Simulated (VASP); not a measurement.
# Cd (R-3m) in VASP: single point with PBE

Aim: the single point of Cd with PBE.

All numbers are computed with VASP 6.6.1; they aren't measurements. Logs are shortened: lines on timing, memory, paths and dates and some standing lists are left out, and cuts for length are marked.

## 1. The cell of the first run

Symmetry: R-3m, No. 166, trigonal system. Conventional cell: a = 7.528 Å, b = 7.528 Å, c = 21.565 Å, α = 90.00°, β = 90.00°, γ = 120.00°. Within 3.8 Å of Cd (site symmetry m) lie 6 Cd at 2.86 to 3.10 Å. Cd (site symmetry m) has 7 Cd at 2.97 to 3.14 Å within 3.9 Å.

## 2. Single point, PBE

File INCAR:

```
  ALGO = Fast
  EDIFF = 1E-6
  ENCUT = 520
  GGA = PE
  ISIF = 2
  ISMEAR = 0
  LASPH = T
  LCHARG = F
  LREAL = F
  LWAVE = F
  NBANDS = 84
  NELM = 100
  PREC = Accurate
  SIGMA = 0.1
```

File KPOINTS:

```
k-points
0
Gamma
  3 3 3
```

File POSCAR:

```
Cd
1.0
    3.7639688076      2.1731284043      7.1883072209
   -3.7639688076      2.1731284043      7.1883072209
    0.0000000000     -4.3462568085      7.1883072210
Cd
12
Direct
    0.0981495516      0.4921710971      0.0981495516
    0.0981495516      0.0981495516      0.4921710971
    0.4921710971      0.0981495516      0.0981495516
    0.9018504484      0.5078289029      0.9018504484
    0.5078289029      0.9018504484      0.9018504484
    0.9018504484      0.9018504484      0.5078289029
    0.2408313151      0.6382819271      0.2408313151
    0.2408313151      0.2408313151      0.6382819271
    0.6382819271      0.2408313151      0.2408313151
    0.7591686849      0.3617180729      0.7591686849
    0.3617180729      0.7591686849      0.7591686849
    0.7591686849      0.7591686849      0.3617180729
```

Potentials or basis: VASP PAW PBE potentials, release 64 (Cd).

On the command line:

```sh
$ cat potpaw_PBE.64/Cd/POTCAR > POTCAR
$ mpirun -np 1 vasp_std > vasp.out
```

OUTCAR:

```text
EDIFF = 1E-6
   ENCUT = 520
   GGA = PE
   ISIF = 2
   ISMEAR = 0
   LASPH = T
   LREAL = F
   NELM = 100
   PREC = Accurate

 ion  position               nearest neighbor table
   1  0.098  0.492  0.098-   4 2.86  11 2.97  12 2.97   2 2.97   3 2.97   7 3.10
   2  0.098  0.098  0.492-   6 2.86  10 2.97  11 2.97   3 2.97   1 2.97   8 3.10
   3  0.492  0.098  0.098-   5 2.86  10 2.97  12 2.97   2 2.97   1 2.97   9 3.10
   4  0.902  0.508  0.902-   1 2.86   9 2.97   8 2.97   6 2.97   5 2.97  10 3.10
   5  0.508  0.902  0.902-   3 2.86   7 2.97   8 2.97   6 2.97   4 2.97  11 3.10
   6  0.902  0.902  0.508-   2 2.86   7 2.97   9 2.97   4 2.97   5 2.97  12 3.10
   7  0.241  0.638  0.241-   5 2.97   6 2.97   8 2.99   9 2.99   1 3.10  12 3.14  11 3.14
   8  0.241  0.241  0.638-   4 2.97   5 2.97   7 2.99   9 2.99   2 3.10  10 3.14  11 3.14
   9  0.638  0.241  0.241-   4 2.97   6 2.97   8 2.99   7 2.99   3 3.10  12 3.14  10 3.14
  10  0.759  0.362  0.759-   3 2.97   2 2.97  12 2.99  11 2.99   4 3.10   8 3.14   9 3.14
  11  0.362  0.759  0.759-   1 2.97   2 2.97  12 2.99  10 2.99   5 3.10   8 3.14   7 3.14
  12  0.759  0.759  0.362-   1 2.97   3 2.97  10 2.99  11 2.99   6 3.10   7 3.14   9 3.14

  LATTYP: Found a trigonal (rhomboedric) cell.
 ALAT       =     8.4001017225
 COS(alpha) =     0.5984376967

  Lattice vectors:

 A1 = (   3.7639688076,   2.1731284043,   7.1883072209)
 A2 = (  -3.7639688076,   2.1731284043,   7.1883072209)
 A3 = (   0.0000000000,  -4.3462568085,   7.1883072210)

Analysis of symmetry for initial positions (statically):
=====================================================================
 Subroutine PRICEL returns:
 Original cell was already a primitive cell.

 Routine SETGRP: Setting up the symmetry group for a
 trigonal (rhombohedral) supercell.

 Subroutine GETGRP returns: Found 12 space group operations
 (whereof 12 operations were pure point group operations)
 out of a pool of 12 trial point group operations.

The static configuration has the point symmetry D_3d.

Analysis of symmetry for dynamics (positions and initial velocities):
=====================================================================
 Subroutine PRICEL returns:
 Original cell was already a primitive cell.

 Routine SETGRP: Setting up the symmetry group for a
 trigonal (rhombohedral) supercell.

 Subroutine GETGRP returns: Found 12 space group operations
 (whereof 12 operations were pure point group operations)
 out of a pool of 12 trial point group operations.

The dynamic configuration has the point symmetry D_3d.

 Subroutine INISYM returns: Found 12 space group operations
 (whereof 12 operations are pure point group operations),
 and found     1 'primitive' translations

----------------------------------------------------------------------------------------

                                     Primitive cell

  volume of cell :     352.7843

  direct lattice vectors                    reciprocal lattice vectors
     3.763968808  2.173128404  7.188307221     0.132838508  0.076694348  0.046371604
    -3.763968808  2.173128404  7.188307221    -0.132838508  0.076694348  0.046371604
     0.000000000 -4.346256808  7.188307221     0.000000000 -0.153388697  0.046371604

  length of vectors
     8.400101722  8.400101722  8.400101723     0.160244868  0.160244868  0.160244868

  position of ions in fractional coordinates (direct lattice)
     0.098149552  0.492171097  0.098149552
     0.098149552  0.098149552  0.492171097
     0.492171097  0.098149552  0.098149552
     0.901850448  0.507828903  0.901850448
     0.507828903  0.901850448  0.901850448
     0.901850448  0.901850448  0.507828903
     0.240831315  0.638281927  0.240831315
     0.240831315  0.240831315  0.638281927
     0.638281927  0.240831315  0.240831315
     0.759168685  0.361718073  0.759168685
     0.361718073  0.759168685  0.759168685
     0.759168685  0.759168685  0.361718073

  ion indices of the primitive-cell ions
   primitive index   ion index
                 1           1
                 2           2
                 3           3
                 4           4
                 5           5
                 6           6
                 7           7
                 8           8
                 9           9
                10          10
                11          11
                12          12

----------------------------------------------------------------------------------------

 KPOINTS: k-points

Automatic generation of k-mesh.
 Grid dimensions read from file:
 generate k-points for:    3    3    3

 Generating k-lattice:

  Cartesian coordinates                     Fractional coordinates (reciprocal lattice)
     0.044279503  0.025564783  0.015457201     0.333333333 -0.000000000  0.000000000
    -0.044279503  0.025564783  0.015457201    -0.000000000  0.333333333  0.000000000
     0.000000000 -0.051129566  0.015457201    -0.000000000 -0.000000000  0.333333333

  Length of vectors
     0.053414956  0.053414956  0.053414956

  Shift w.r.t. Gamma in fractional coordinates (k-lattice)
     0.000000000  0.000000000  0.000000000

 Subroutine IBZKPT returns following result:
 ===========================================

 Found      6 irreducible k-points:

 Following reciprocal coordinates:
            Coordinates               Weight
  0.000000  0.000000  0.000000      1.000000
  0.333333 -0.000000 -0.000000      6.000000
  0.333333  0.333333 -0.000000      6.000000
 -0.333333  0.333333  0.000000      6.000000
  0.333333  0.333333  0.333333      2.000000
 -0.333333  0.333333  0.333333      6.000000
   k-points           NKPTS =      6   k-points in BZ     NKDIM =      6   number of bands    NBANDS=     84
   number of dos      NEDOS =    301   number of ions     NIONS =     12
   total plane-waves  NPLWV = 262144
   dimension x,y,z NGX =    64 NGY =   64 NGZ =   64
   dimension x,y,z NGXF=   128 NGYF=  128 NGZF=  128
   ions per type =              12
   NGX,Y,Z   is equivalent  to a cutoff of  12.67, 12.67, 12.67 a.u.
   NGXF,Y,Z  is equivalent  to a cutoff of  25.33, 25.33, 25.33 a.u.
 SYSTEM =  unknown system
   PREC   = accura    normal or accurate (medium, high low for compatibility)
   ISTART =      0    job   : 0-new  1-cont  2-samecut
   ICHARG =      2    charge: 1-file 2-atom 10-const
   ISPIN  =      1    spin polarized calculation?
   LNONCOLLINEAR =      F non collinear calculations
   LSORBIT =      F    spin-orbit coupling
   LASPH  =      T    aspherical Exc in radial PAW
   ENCUT  =  520.0 eV  38.22 Ry    6.18 a.u.  15.62 15.62 15.62*2*pi/ulx,y,z
   NELM   =    100;   NELMIN=  2; NELMDL= -5     # of ELM steps
   EDIFF  = 0.1E-05   stopping-criterion for ELM
   LREAL  =      F    real-space projection
   EDIFFG = 0.1E-04   stopping-criterion for IOM
   NSW    =      0    number of steps for IOM
   IBRION =     -1    ionic relax: 0-MD 1-quasi-New 2-CG
   NFREE  =      0    steps in history (QN), initial steepest desc. (CG)
   ISIF   =      2    stress and relaxation
   ISYM   =      2    0-nonsym 1-usesym 2-fastsym
   POTIM  = 0.5000    time-step for ionic-motion
   TEBEG  =    0.0;   TEEND  =   0.0 temperature during run
   PSTRESS=    0.0 pullay stress
   NELECT =     144.0000    total number of electrons
   NUPDOWN=      -1.0000    fix difference up-down
   EMIN   =  10.00;   EMAX   =-10.00  energy-range for DOS
   EFERMI =   0.00;   METHOD = LEGACY
   ISMEAR =     0;   SIGMA  =   0.10  broadening in eV -4-tet -1-fermi 0-gaus
   EFERMI_NEDOS =   21; number of points for ismear=-14 and -15
   IALGO  =     68    algorithm
   IMIX   =      4    mixing-type and parameters
     AMIX     =   0.40;   BMIX     =  1.00
     AMIX_MAG =   1.60;   BMIX_MAG =  1.00
  volume/ion in A,a.u.               =      29.40       198.39
  Fermi-wavevector in a.u.,A,eV,Ry     =   1.214393  2.294870 20.065195  1.474750
  Thomas-Fermi vector in A             =   2.349814
   LORBIT       =      0    0 simple, 1 ext, 2 COOP (PROOUT), +10 PAW based schemes
   GGA     = PE    functional components
   LHFCALC =     F    Hartree Fock is set to
   AEXX    =    0.0000 exact exchange contribution
   IVDW    =     0    specifies the selected vdW correction
   LEPSILON=     F    determine dielectric tensor
   LRPA    =     F    only Hartree local field effects (RPA)
 non-spin polarized calculation
 RMM-DIIS sequential band-by-band and
 Gauss-broadening in eV      SIGMA  =   0.10
  energy-cutoff  :      520.00
  volume of cell :      352.78
 maximum number of plane-waves:      9520
 NGX is ok and might be reduce to    64
   NGX = 31   NGY = 31   NGZ = 31

 number of electron     144.0000007 magnetization

 Free energy of the ion-electron system (eV)
  ---------------------------------------------------
  ext. energy  EPLUGINS =         0.00000000
  ---------------------------------------------------
  free energy    TOTEN  =        -7.48815009 eV

  energy without entropy =       -7.47257654  energy(sigma->0) =       -7.48036331

 E-fermi :   0.9765     XC(G=0):  -9.2462

 val. band max:        0.9275986384   @ k =   0.3333   0.3333  -0.0000
 cond. band min:       1.0737848499   @ k =  -0.3333   0.3333   0.3333
 fundamental gap:      0.1461862114
 Fermi energy:         0.9764862565

 k-point     1 :       0.0000    0.0000    0.0000
  band No.  band energies     occupation
      1      -8.3740      2.00000
      2      -8.3101      2.00000
      3      -8.2764      2.00000
      4      -8.2764      2.00000
      5      -8.2197      2.00000
      6      -8.1892      2.00000
[... 76 lines left out ...]
     83       5.4981      0.00000
     84       5.4982      0.00000

 k-point     2 :       0.3333   -0.0000   -0.0000
  band No.  band energies     occupation
      1      -8.3442      2.00000
      2      -8.2985      2.00000
      3      -8.2821      2.00000
      4      -8.2659      2.00000
      5      -8.2558      2.00000
      6      -8.2530      2.00000
[... 76 lines left out ...]
     83       5.1633      0.00000
     84       5.2434      0.00000

 k-point     3 :       0.3333    0.3333   -0.0000
  band No.  band energies     occupation
      1      -8.3454      2.00000
      2      -8.2882      2.00000
      3      -8.2867      2.00000
      4      -8.2762      2.00000
      5      -8.2452      2.00000
      6      -8.2422      2.00000
[... 76 lines left out ...]
     83       5.0301      0.00000
     84       5.1850      0.00000

 k-point     4 :      -0.3333    0.3333    0.0000
  band No.  band energies     occupation
      1      -8.3151      2.00000
      2      -8.3067      2.00000
      3      -8.2866      2.00000
      4      -8.2742      2.00000
      5      -8.2494      2.00000
      6      -8.2427      2.00000
[... 76 lines left out ...]
     83       4.5818      0.00000
     84       4.8597      0.00000

 k-point     5 :       0.3333    0.3333    0.3333
  band No.  band energies     occupation
      1      -8.3885      2.00000
      2      -8.3413      2.00000
      3      -8.2792      2.00000
      4      -8.2792      2.00000
      5      -8.2262      2.00000
      6      -8.1966      2.00000
[... 76 lines left out ...]
     83       5.4871      0.00000
     84       5.7451      0.00000

 k-point     6 :      -0.3333    0.3333    0.3333
  band No.  band energies     occupation
      1      -8.3557      2.00000
      2      -8.3208      2.00000
      3      -8.2727      2.00000
      4      -8.2667      2.00000
      5      -8.2624      2.00000
      6      -8.2355      2.00000
[... 76 lines left out ...]
     83       4.2565      0.00000
     84       5.0281      0.00000

------------------------ aborting loop because EDIFF is reached ----------------------------------------

  FORCE on cell =-STRESS in cart. coord.  units (eV):
  Direction    XX          YY          ZZ          XY          YZ          ZX
  --------------------------------------------------------------------------------------
  -------------------------------------------------------------------------------------
  Total        0.4945740      0.4945740      0.4158406      0.0000000     -0.0000000      0.0000000
  in kB        2.2461182      2.2461182      1.8885486      0.0000000     -0.0000000      0.0000000
  external PRESSURE =       2.1269283 kB  Pullay stress =       0.0000000 kB

 VOLUME and BASIS-vectors are now :
 -----------------------------------------------------------------------------
  energy-cutoff  :      520.00
  volume of cell :      352.78
      direct lattice vectors                 reciprocal lattice vectors
     3.763968808  2.173128404  7.188307221     0.132838508  0.076694348  0.046371604
    -3.763968808  2.173128404  7.188307221    -0.132838508  0.076694348  0.046371604
     0.000000000 -4.346256808  7.188307221     0.000000000 -0.153388697  0.046371604

 POSITION                                       TOTAL-FORCE (eV/Angst)
 -----------------------------------------------------------------------------------
     -1.48308      0.85626      4.94894        -0.002345      0.001354      0.000017
      0.00000     -1.71252      4.94894         0.000000     -0.002708      0.000017
      1.48308      0.85626      4.94894         0.002345      0.001354      0.000017
      1.48308     -0.85626     16.61599         0.002345     -0.001354     -0.000017
     -1.48308     -0.85626     16.61599        -0.002345     -0.001354     -0.000017
      0.00000      1.71252     16.61599         0.000000      0.002708     -0.000017
     -1.49599      0.86371      8.05051        -0.002909      0.001680      0.002431
      0.00000     -1.72742      8.05051         0.000000     -0.003359      0.002431
      1.49599      0.86371      8.05051         0.002909      0.001680      0.002431
      1.49599     -0.86371     13.51442         0.002909     -0.001680     -0.002431
     -1.49599     -0.86371     13.51442        -0.002909     -0.001680     -0.002431
      0.00000      1.72742     13.51442         0.000000      0.003359     -0.002431
 -----------------------------------------------------------------------------------
    total drift:                               -0.000000      0.000000     -0.000000

  FREE ENERGIE OF THE ION-ELECTRON SYSTEM (eV)
  ---------------------------------------------------
  free  energy   TOTEN  =        -7.4881500943 eV

  energy  without entropy=       -7.4725765350  energy(sigma->0) =       -7.48036331
```

Wall time 4.9 min (1 thread of Intel Xeon Platinum 8488C (Sapphire Rapids), shared host); peak memory 0.61 GiB.

What came out:

- Free energy: -7.4882 eV
- Pressure: 0.2 GPa
- Largest force: 0.004 eV/Å
- Band gap on the k mesh: zero (bands 72 and 73 overlap by 1.29 eV)

Forces on the atoms (eV/Å):
```
Cd  -0.002  0.001  0.000
Cd   0.000 -0.003  0.000
Cd   0.002  0.001  0.000
Cd   0.002 -0.001  0.000
Cd  -0.002 -0.001  0.000
Cd   0.000  0.003  0.000
Cd  -0.003  0.002  0.002
Cd   0.000 -0.003  0.002
Cd   0.003  0.002  0.002
Cd   0.003 -0.002 -0.002
Cd  -0.003 -0.002 -0.002
Cd   0.000  0.003 -0.002
```

Levels at points of the mesh, in eV from the Fermi level:
| k point | band 68 | band 69 | band 70 | band 71 | band 72 | band 73 | band 74 | band 75 | band 76 | band 77 |
| --- | --- | --- | --- | --- | --- | --- | --- | --- | --- | --- |
| (0.00, 0.00, 0.00) | -3.08 | -1.86 | -1.86 | -1.12 | -1.09 | -1.09 | -0.68 | -0.22 | 1.86 | 1.86 |
